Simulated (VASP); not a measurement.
Rh:

```
Rh
1.0
     0.00000    1.89785    1.89785
     1.89785    0.00000    1.89785
     1.89785    1.89785    0.00000
Rh
1
Direct
  0.00000 0.00000 0.00000
```

```yaml
Program: VASP 6.6.1
Task: relaxation of cell and atoms
Functional: BLYP
Potentials_or_basis: VASP PAW PBE potentials, release 64 (Rh_pv)
Cutoff: 600 eV
k_mesh: 12 × 12 × 12
Occupations: fermi-dirac, width 0.05 eV
Spin: no spin polarisation
```

At the start: pressure 22.0 GPa; volume 13.67 Å³/atom.

**Question.** How do energy, volume and symmetry change on relaxing?

**Answer.** Over 17 steps the energy falls by 74.0 meV/atom and the volume is 14.84 Å³/atom (+8.6 %); space group Fm-3m (No. 225, to 0.05 Å).

The path:
```csv
step,energy change (eV),largest force (eV/Å),pressure (GPa),volume (Å³)
1,0.0000,0.0000,21.97,13.67
2,0.1814,0.0000,-23.50,17.73
3,-0.0737,0.0000,-1.10,14.93
4,-0.0740,0.0000,-0.19,14.86
5,-0.0740,0.0000,0.18,14.83
6,-0.0740,0.0000,0.18,14.84
7,-0.0740,0.0000,0.18,14.84
8,-0.0740,0.0000,0.17,14.84
9,-0.0740,0.0000,0.17,14.84
10,-0.0740,0.0000,0.17,14.84
11,-0.0740,0.0000,0.17,14.84
12,-0.0740,0.0000,0.16,14.84
13,-0.0740,0.0000,0.16,14.84
14,-0.0740,0.0000,0.16,14.84
15,-0.0740,0.0000,0.16,14.84
16,-0.0740,0.0000,0.11,14.84
17,-0.0740,0.0000,0.06,14.84
```

Final structure:
```cif
data_structure
_symmetry_space_group_name_H-M 'P 1'
_symmetry_Int_Tables_number 1
_cell_length_a 2.7585
_cell_length_b 2.7585
_cell_length_c 2.7585
_cell_angle_alpha 60.000
_cell_angle_beta 60.000
_cell_angle_gamma 60.000
_cell_volume 14.84
loop_
_atom_site_label
_atom_site_type_symbol
_atom_site_fract_x
_atom_site_fract_y
_atom_site_fract_z
_atom_site_occupancy
Rh1 Rh 0.00000 0.00000 0.00000 1
```

Caveat: the PAW data sets were made with another functional, which shifts forces and pressure a little.
